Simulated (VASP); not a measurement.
# Al3GaIr (P4/mmm) in VASP: further runs, part 2 of 2

VASP 6.6.1. The steps go on from the part before.

### Step 3. Single point, PBE

This run uses another cell than the first one, of 18.06 Å³/atom.

The input, INCAR:

```
  PREC = Accurate
  ENCUT = 520
  EDIFF = 1E-6
  ISMEAR = 0
  SIGMA = 0.1
  LREAL = F
  LASPH = T
  NELM = 60
  ALGO = Normal
  ISIF = 2
  LWAVE = F
  LCHARG = F
  GGA = PE
  NBANDS = 24
```

The input, KPOINTS:

```
Automatic mesh
0
Gamma
  6 6 4
```

The input, POSCAR:

```
Al3GaIr
1.0
    3.3876851413      0.0000000000      0.0000000000
    0.0000000000      3.3876851413      0.0000000000
    0.0000000000      0.0000000000      7.8690141771
Al Ga Ir
3 1 1
Direct
    0.0000000000      0.0000000000      0.8338682790
    0.0000000000      0.0000000000      0.1661317210
    0.0000000000      0.0000000000      0.5000000000
    0.5000000000      0.5000000000      0.5000000000
    0.5000000000      0.5000000000      0.0000000000
```

Potentials or basis: VASP PAW PBE potentials, release 64 (Al, Ga_d, Ir).

On the command line:

```
cat potpaw_PBE.64/Al/POTCAR potpaw_PBE.64/Ga_d/POTCAR potpaw_PBE.64/Ir/POTCAR > POTCAR
mpirun -np 1 vasp_std > vasp.out
```

OUTCAR:

```text
PREC = Accurate
   ENCUT = 520
   EDIFF = 1E-6
   ISMEAR = 0
   LREAL = F
   LASPH = T
   NELM = 60
   ISIF = 2
   GGA = PE

 ion  position               nearest neighbor table
   1  0.000  0.000  0.834-   2 2.61   3 2.63   5 2.73   5 2.73   5 2.73   5 2.73
   2  0.000  0.000  0.166-   1 2.61   3 2.63   5 2.73   5 2.73   5 2.73   5 2.73
   3  0.000  0.000  0.500-   4 2.40   4 2.40   4 2.40   4 2.40   1 2.63   2 2.63
   4  0.500  0.500  0.500-   3 2.40   3 2.40   3 2.40   3 2.40
[... 855 lines left out ...]
  -------------------------------------------------------------------------------------
  Total       -0.0216960     -0.0216960     -0.0073238      0.0000000     -0.0000000      0.0000000
  in kB       -0.3849144     -0.3849144     -0.1299333      0.0000000     -0.0000000      0.0000000
  external PRESSURE =      -0.2999207 kB  Pullay stress =       0.0000000 kB

 VOLUME and BASIS-vectors are now :
 -----------------------------------------------------------------------------
  energy-cutoff  :      520.00
  volume of cell :       90.31
      direct lattice vectors                 reciprocal lattice vectors
     3.387685141  0.000000000  0.000000000     0.295186819  0.000000000  0.000000000
     0.000000000  3.387685141  0.000000000     0.000000000  0.295186819  0.000000000
     0.000000000  0.000000000  7.869014177     0.000000000  0.000000000  0.127080722

 POSITION                                       TOTAL-FORCE (eV/Angst)
 -----------------------------------------------------------------------------------
      0.00000      0.00000      6.56172        -0.000000      0.000000     -0.003180
      0.00000      0.00000      1.30729        -0.000000     -0.000000      0.003180
      0.00000      0.00000      3.93451         0.000000      0.000000      0.000000
      1.69384      1.69384      3.93451         0.000000      0.000000      0.000000
      1.69384      1.69384      0.00000         0.000000      0.000000      0.000000
 -----------------------------------------------------------------------------------
    total drift:                                0.000000      0.000000      0.000000

  FREE ENERGIE OF THE ION-ELECTRON SYSTEM (eV)
  ---------------------------------------------------
  free  energy   TOTEN  =       -22.5808250771 eV

  energy  without entropy=      -22.5635045848  energy(sigma->0) =      -22.57216483
```

OSZICAR:

```text
N       E                     dE             d eps       ncg     rms          rms(c)
DAV:   1     0.189176312070E+03    0.18918E+03   -0.12848E+04  1472   0.147E+03
DAV:   2    -0.511582417609E+01   -0.19429E+03   -0.17574E+03  1504   0.391E+02
DAV:   3    -0.229750773963E+02   -0.17859E+02   -0.17139E+02  1832   0.938E+01
DAV:   4    -0.234463694271E+02   -0.47129E+00   -0.47052E+00  1744   0.164E+01
DAV:   5    -0.234620488372E+02   -0.15679E-01   -0.15675E-01  2152   0.281E+00    0.943E+00
DAV:   6    -0.240781488232E+02   -0.61610E+00   -0.99411E+00  1968   0.228E+01    0.704E+00
DAV:   7    -0.226436758970E+02    0.14345E+01   -0.42932E+00  1904   0.155E+01    0.204E+00
DAV:   8    -0.226260284165E+02    0.17647E-01   -0.58787E-01  1824   0.361E+00    0.190E+00
DAV:   9    -0.225912058940E+02    0.34823E-01   -0.18981E-01  1840   0.349E+00    0.560E-01
DAV:  10    -0.225814990033E+02    0.97069E-02   -0.23974E-02  1728   0.894E-01    0.244E-01
DAV:  11    -0.225808236154E+02    0.67539E-03   -0.24828E-03  2064   0.325E-01    0.113E-01
DAV:  12    -0.225809301086E+02   -0.10649E-03   -0.38742E-04  1744   0.129E-01    0.610E-02
DAV:  13    -0.225808285620E+02    0.10155E-03   -0.27222E-04  1912   0.115E-01    0.139E-02
DAV:  14    -0.225808254902E+02    0.30719E-05   -0.19583E-05  1688   0.286E-02    0.760E-03
DAV:  15    -0.225808250771E+02    0.41311E-06   -0.10761E-06  1144   0.755E-03
   1 F= -.22580825E+02 E0= -.22572165E+02  d E =-.173205E-01
```

Wall time 2 min (1 thread of Intel Xeon 8259CL, shared host); peak memory 0.25 GiB.

What came out:

```yaml
Free_energy: -22.5808 eV
Pressure: 0.0 GPa
Largest_force: 0.003 eV/Å
Band_gap_on_the_k_mesh: zero (an odd number of electrons rules out a gap without spin polarisation)
```

Forces in eV/Å, atoms in the order of the input:
```
Al   0.000  0.000 -0.003
Al   0.000  0.000  0.003
Al   0.000  0.000  0.000
Ga   0.000  0.000  0.000
Ir   0.000  0.000  0.000
```

Levels at points of the mesh, in eV from the Fermi level:
| k point | band 12 | band 13 | band 14 | band 15 | band 16 | band 17 | band 18 | band 19 |
| --- | --- | --- | --- | --- | --- | --- | --- | --- |
| (0.00, 0.00, 0.00) | -1.78 | -1.47 | -0.40 | 1.03 | 1.09 | 1.09 | 3.83 | 3.83 |
| (0.50, 0.00, 0.00) | -2.32 | -1.97 | -1.50 | -1.35 | -0.14 | 1.63 | 2.97 | 3.82 |
| (0.50, 0.50, 0.00) | -3.18 | -1.68 | -1.49 | -1.45 | -1.45 | -0.28 | 0.97 | 1.41 |
| (0.00, 0.00, 0.50) | -1.79 | -1.47 | -1.26 | 1.22 | 1.22 | 2.83 | 3.44 | 3.44 |
| (0.50, 0.00, 0.50) | -2.55 | -1.68 | -1.50 | -0.47 | -0.21 | 0.90 | 1.36 | 3.86 |
| (0.50, 0.50, 0.50) | -3.03 | -1.89 | -1.89 | -1.89 | -0.88 | -0.28 | 0.75 | 2.01 |

Caveat: spin-orbit coupling is left out, which moves the levels of the heavy elements.

### Step 4. Relaxation of cell and atoms, PBE

The input, INCAR:

```
PREC = Accurate ; ENCUT = 600
EDIFF = 1E-6 ; ISMEAR = 0
SIGMA = 0.1 ; LREAL = F
LASPH = T ; NELM = 80
ALGO = Normal ; ISIF = 3
LWAVE = F ; LCHARG = F
GGA = PE ; IBRION = 2
NSW = 90 ; EDIFFG = -0.04
```

KPOINTS is that of step 3.

The input, POSCAR:

```
Al3GaIr
1.0
    3.5542161200      0.0000000000      0.0000000000
    0.0000000000      3.5542161200      0.0000000000
    0.0000000000      0.0000000000      6.0590765800
Al Ga Ir
3 1 1
Direct
    0.0000000000      0.0000000000      0.7653791700
    0.0000000000      0.0000000000      0.2346208300
    0.0000000000      0.0000000000      0.5000000000
    0.5000000000      0.5000000000      0.5000000000
    0.5000000000      0.5000000000      0.0000000000
```

On the command line:

```
cat potpaw_PBE.64/Al/POTCAR potpaw_PBE.64/Ga_d/POTCAR potpaw_PBE.64/Ir/POTCAR > POTCAR
mpirun -np 1 vasp_std > vasp.out
```

Run time: 17 min. Hardware: 1 thread of Intel Xeon 8259CL, shared host; peak memory 0.25 GiB.

Results (log left out):

| Quantity | Value |
| --- | --- |
| Free energy | -22.5762 eV |
| Relaxed volume | 18.10 Å³/atom |
| Relaxed cell | a = 3.392 Å, b = 3.392 Å, c = 7.868 Å, α = 90.00°, β = 90.00°, γ = 90.00° |
| Space group after relaxing (to 0.1 Å) | P4/mmm (No. 123) |
| Pressure after relaxing | -0.3 GPa |
| Band gap on the k mesh | zero (an odd number of electrons rules out a gap without spin polarisation) |

Stress tensor (GPa, compression positive):
```
-0.35  0.00  0.00
 0.00 -0.35  0.00
 0.00  0.00 -0.13
```

Final structure:
```yaml
crystal:
  lattice:
    - [3.39180, 0.00000, 0.00000]
    - [0.00000, 3.39180, 0.00000]
    - [0.00000, 0.00000, 7.86757]
  atoms:
    - { symbol: Al, position: [0.00000, 0.00000, 0.83394] }
    - { symbol: Al, position: [0.00000, 0.00000, 0.16606] }
    - { symbol: Al, position: [0.00000, 0.00000, 0.50000] }
    - { symbol: Ga, position: [0.50000, 0.50000, 0.50000] }
    - { symbol: Ir, position: [0.50000, 0.50000, 0.00000] }
```

Levels at points of the mesh, in eV from the Fermi level:
| k point | band 11 | band 12 | band 13 | band 14 | band 15 | band 16 | band 17 | band 18 | band 19 |
| --- | --- | --- | --- | --- | --- | --- | --- | --- | --- |
| (0.00, 0.00, 0.00) | -1.77 | -1.77 | -1.47 | -0.38 | 1.03 | 1.08 | 1.08 | 3.81 | 3.81 |
| (0.50, 0.00, 0.00) | -2.82 | -2.30 | -1.96 | -1.50 | -1.35 | -0.15 | 1.64 | 2.98 | 3.81 |
| (0.50, 0.50, 0.00) | -3.48 | -3.19 | -1.69 | -1.48 | -1.45 | -1.45 | -0.28 | 0.96 | 1.42 |
| (0.00, 0.00, 0.50) | -1.79 | -1.79 | -1.47 | -1.25 | 1.21 | 1.21 | 2.82 | 3.42 | 3.42 |
| (0.50, 0.00, 0.50) | -2.82 | -2.54 | -1.68 | -1.50 | -0.46 | -0.21 | 0.91 | 1.36 | 3.85 |
| (0.50, 0.50, 0.50) | -3.02 | -3.02 | -1.89 | -1.89 | -1.88 | -0.89 | -0.28 | 0.74 | 2.00 |

Caveat: the volume moved by over 15 % at a fixed basis, so the end points are rough; spin-orbit coupling is left out, which moves the levels of the heavy elements.

### Step 5. Summary

```tsv
task	cell	cutoff (eV)	gap on the mesh (eV)	pressure (GPa)
single point	a = 3.554, b = 3.554, c = 6.059 Å, 5 atoms, atomic positions A	520	none	53.9
single point	a = 3.388, b = 3.388, c = 7.869 Å, 5 atoms, atomic positions B	520	none	0.0
relaxation of cell and atoms	relaxed from a = 3.554, b = 3.554, c = 6.059 Å, 5 atoms, atomic positions A	600	none	-0.3
```

Alike in all rows: level PBE; potentials or basis VASP PAW PBE potentials, release 64 (Al, Ga_d, Ir); no spin polarisation; k mesh 6 × 6 × 4; smearing gaussian 0.1 eV.

Caveats: spin-orbit coupling is left out, which moves the levels of the heavy elements; atoms lie so close that the PAW spheres overlap strongly, which falsifies energies and pressures (at least some runs); the cell stands under pressure (at least some runs); forces of over 1 eV/Å act on the atoms, so gaps and moduli don't describe the material at rest (at least some runs); the volume moved by over 15 % at a fixed basis, so the end points are rough (at least some runs).

Total energies depend on the potentials used, so only differences within one code and one set of settings carry meaning.
